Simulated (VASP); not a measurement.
# PbAuCl3 (P6/mmm) in VASP: a series of runs, part 2 of 3

VASP 6.6.1. The steps go on from the part before.

## Step 3: Single point, PBE

This run uses another cell than the first one, of 33.63 Å³/atom.

Input file INCAR:

```
SYSTEM = PbAuCl3
PREC = Accurate
ENCUT = 520
EDIFF = 1E-7
ISMEAR = 0
SIGMA = 0.1
LREAL = .FALSE.
LASPH = .TRUE.
NELM = 80
ALGO = Normal
ISIF = 2
LWAVE = .FALSE.
LCHARG = .TRUE.
GGA = PE
LELF = .TRUE.
LVHAR = .TRUE.
NBANDS = 31
```

Input file KPOINTS:

```
Automatic mesh
0
G
  6 6 4
  0 0 0
```

Input file POSCAR:

```
PbAuCl3
1.0
    6.0328293944      0.0000000000      0.0000000000
   -3.0164146972      5.2245835123      0.0000000000
    0.0000000000      0.0000000000      5.3354767327
Pb Au Cl
1 1 3
Direct
    0.0000000000      0.0000000000      0.5000000000
    0.0000000000      0.0000000000      0.0000000000
    0.5000000000      0.0000000000      0.0000000000
    0.0000000000      0.5000000000      0.0000000000
    0.5000000000      0.5000000000      0.0000000000
```

Potentials or basis: VASP PAW PBE potentials, release 64 (Pb_d, Au, Cl).

Launch:

```console
> cat potpaw_PBE.64/Pb_d/POTCAR potpaw_PBE.64/Au/POTCAR potpaw_PBE.64/Cl/POTCAR > POTCAR
> mpirun -np 1 vasp_std > vasp.out
```

Wall time 3.3 min (1 thread of Intel Xeon 8259CL, shared host); peak memory 0.35 GiB.

Results (log left out):

```
Free energy            : -10.7717 eV
Pressure               : 0.2 GPa
Band gap on the k mesh : zero (bands 23 and 24 overlap by 0.38 eV)
```

Levels at points of the mesh, in eV from the Fermi level:
```
           k point  band 21  band 22  band 23  band 24  band 25  band 26
(0.00, 0.00, 0.00)    -0.75     0.15     0.15     0.15     0.61     1.19
(0.50, 0.00, 0.00)    -1.49    -0.90    -0.20     0.16     0.18     0.98
(0.00, 0.00, 0.50)    -1.65    -0.75     0.19     0.19     1.46     1.46
(0.50, 0.00, 0.50)    -1.61    -0.90     0.16     0.64     1.58     1.59
```

Caveat: spin-orbit coupling is left out, which moves the levels of the heavy elements.

## Step 4: Single point, PBE, collinear spin

This run uses another cell than the first one, of 33.63 Å³/atom.

Input file INCAR:

```
SYSTEM = PbAuCl3
ALGO = Normal
EDIFF = 1E-6
ENCUT = 520
GGA = PE
ISIF = 2
ISMEAR = 0
ISPIN = 2
LASPH = .True.
LCHARG = .True.
LELF = .True.
LMAXMIX = 4
LORBIT = 11
LREAL = .False.
LVHAR = .True.
LWAVE = .False.
MAGMOM = 0 1 0 0 0
NBANDS = 35
NELM = 150
PREC = Accurate
SIGMA = 0.1
```

Input file KPOINTS:

```
k-points
0
Gamma
  3 3 4
  0 0 0
```

POSCAR is that of step 3.

Potentials or basis: VASP PAW PBE potentials, release 64 (Pb_d, Au, Cl).

Launch:

```console
> cat potpaw_PBE.64/Pb_d/POTCAR potpaw_PBE.64/Au/POTCAR potpaw_PBE.64/Cl/POTCAR > POTCAR
> mpirun -np 1 vasp_std > vasp.out
```

OUTCAR:

```text
SYSTEM = PbAuCl3
   EDIFF = 1E-6
   ENCUT = 520
   GGA = PE
   ISIF = 2
   ISMEAR = 0
   ISPIN = 2
   LASPH = .True.
   LORBIT = 11
   LREAL = .False.
   NELM = 150
   PREC = Accurate

 ion  position               nearest neighbor table
   1  0.000  0.000  0.500-   2 2.67   2 2.67
   2  0.000  0.000  0.000-   1 2.67   1 2.67   3 3.02   3 3.02   4 3.02   4 3.02   5 3.02   5 3.02

   3  0.500  0.000  0.000-   2 3.02   2 3.02
   4  0.000  0.500  0.000-   2 3.02   2 3.02
   5  0.500  0.500  0.000-   2 3.02   2 3.02

  LATTYP: Found a hexagonal cell.
 ALAT       =     6.0328293944
 C/A-ratio  =     0.8844070309

  Lattice vectors:

 A1 = (   6.0328293944,   0.0000000000,   0.0000000000)
 A2 = (  -3.0164146972,   5.2245835123,   0.0000000000)
 A3 = (   0.0000000000,   0.0000000000,   5.3354767327)

Analysis of symmetry for initial positions (statically):
=====================================================================
 Subroutine PRICEL returns:
 Original cell was already a primitive cell.

 Routine SETGRP: Setting up the symmetry group for a
 hexagonal supercell.

 Subroutine GETGRP returns: Found 24 space group operations
 (whereof 24 operations were pure point group operations)
 out of a pool of 24 trial point group operations.

The static configuration has the point symmetry D_6h.

Analysis of symmetry for dynamics (positions and initial velocities):
=====================================================================
 Subroutine PRICEL returns:
 Original cell was already a primitive cell.

 Routine SETGRP: Setting up the symmetry group for a
 hexagonal supercell.

 Subroutine GETGRP returns: Found 24 space group operations
 (whereof 24 operations were pure point group operations)
 out of a pool of 24 trial point group operations.

The dynamic configuration has the point symmetry D_6h.

Analysis of structural, dynamic, and magnetic symmetry:
=====================================================================
 Subroutine PRICEL returns:
 Original cell was already a primitive cell.

 Routine SETGRP: Setting up the symmetry group for a
[... 151 lines left out ...]

 spin component 1

 k-point     1 :       0.0000    0.0000    0.0000
  band No.  band energies     occupation
      1     -16.5782      1.00000
      2     -16.5782      1.00000
      3     -16.4254      1.00000
      4     -16.3342      1.00000
      5     -16.3342      1.00000
      6     -13.3385      1.00000
[... 331 lines left out ...]
     34      11.4414      0.00000
     35      11.4414      0.00000
 Fermi energy:         1.5182158102

 spin component 2

 k-point     1 :       0.0000    0.0000    0.0000
  band No.  band energies     occupation
      1     -16.5726      1.00000
      2     -16.5726      1.00000
      3     -16.4035      1.00000
      4     -16.3159      1.00000
      5     -16.3159      1.00000
      6     -12.9875      1.00000
[... 331 lines left out ...]
     34      11.5226      0.00000
     35      11.5226      0.00000

------------------------ aborting loop because EDIFF is reached ----------------------------------------

  FORCE on cell =-STRESS in cart. coord.  units (eV):
  Direction    XX          YY          ZZ          XY          YZ          ZX
  --------------------------------------------------------------------------------------
  -------------------------------------------------------------------------------------
  Total        0.6472414      0.6472414      0.1238760      0.0000000      0.0000000      0.0000000
  in kB        6.1663894      6.1663894      1.1801896      0.0000000      0.0000000      0.0000000
  external PRESSURE =       4.5043228 kB  Pullay stress =       0.0000000 kB

 VOLUME and BASIS-vectors are now :
 -----------------------------------------------------------------------------
  energy-cutoff  :      520.00
  volume of cell :      168.17
      direct lattice vectors                 reciprocal lattice vectors
     6.032829394  0.000000000  0.000000000     0.165759702  0.095701408  0.000000000
    -3.016414697  5.224583512  0.000000000     0.000000000  0.191402817  0.000000000
     0.000000000  0.000000000  5.335476733     0.000000000  0.000000000  0.187424676

 POSITION                                       TOTAL-FORCE (eV/Angst)
 -----------------------------------------------------------------------------------
      0.00000      0.00000      2.66774        -0.000000      0.000000      0.000000
      0.00000      0.00000      0.00000        -0.000000      0.000000      0.000000
      3.01641      0.00000      0.00000        -0.000000      0.000000      0.000000
     -1.50821      2.61229      0.00000        -0.000000      0.000000      0.000000
      1.50821      2.61229      0.00000         0.000000      0.000000      0.000000
 -----------------------------------------------------------------------------------
    total drift:                               -0.000000      0.000000      0.000000

  FREE ENERGIE OF THE ION-ELECTRON SYSTEM (eV)
  ---------------------------------------------------
  free  energy   TOTEN  =       -10.7777562684 eV

  energy  without entropy=      -10.7517491995  energy(sigma->0) =      -10.76475273

 total charge

# of ion       s       p       d       tot
------------------------------------------
    1        1.423   0.567   9.830  11.820
    2        0.517   0.239   8.799   9.555
    3        1.625   3.377   0.000   5.002
    4        1.625   3.377   0.000   5.002
    5        1.625   3.377   0.000   5.002
--------------------------------------------------
tot          6.814  10.938  18.629  36.381

 magnetization (x)

# of ion       s       p       d       tot
------------------------------------------
    1       -0.002   0.052  -0.000   0.050
    2        0.038   0.018   0.051   0.107
    3        0.006   0.274   0.000   0.281
    4        0.006   0.274   0.000   0.281
    5        0.006   0.274   0.000   0.281
--------------------------------------------------
tot          0.056   0.893   0.051   0.999
```

stdout:

```text
POSCAR found type information on POSCAR PbAuCl
 POSCAR found :  3 types and       5 ions
 scaLAPACK will be used
 LDA part: xc-table for (Slater+PW92), standard interpolation
 POSCAR, INCAR and KPOINTS ok, starting setup
 FFT: planning ... GRIDC
 FFT: planning ... GRID_SOFT
 FFT: planning ... GRID
 WAVECAR not read
 entering main loop
```

It took 4.5 min on 1 thread of Intel Xeon 8259CL, shared host; peak memory 0.4 GiB.

Results:

```yaml
Free_energy: -10.7778 eV
Pressure: 0.5 GPa
Net_moment: 1.24 μB per cell
Site_moments: Pb +0.05; Au +0.11; Cl +0.28 μB
Valence_electrons_inside_the_program's_atomic_spheres: Pb 11.82; Au 9.55; Cl 5.00
```

Levels at points of the mesh, in eV from the Fermi level:
Spin up:
```tsv
k point	band 20	band 21	band 22	band 23	band 24	band 25	band 26	band 27	band 28	band 29
(0.00, 0.00, 0.00)	-1.59	-0.87	-0.09	-0.09	0.09	0.60	1.15	1.15	4.77	7.25
(0.00, 0.00, 0.50)	-1.69	-1.69	-0.86	-0.06	-0.06	1.45	1.45	6.24	6.91	7.23
```
Spin down:
```csv
k point,band 18,band 19,band 20,band 21,band 22,band 23,band 24,band 25,band 26,band 27
"(0.00, 0.00, 0.00)",-2.85,-1.45,-1.45,-0.55,0.23,0.46,0.46,0.67,1.25,1.25
"(0.00, 0.00, 0.50)",-2.63,-1.94,-1.56,-1.56,-0.55,0.51,0.51,1.49,1.49,6.29
```

Caveat: the k points lie up to 0.40 Å⁻¹ apart; a moment this small can come from the mesh or the smearing; spin-orbit coupling is left out, which moves the levels of the heavy elements.

(Continued in part 3 of 3.)
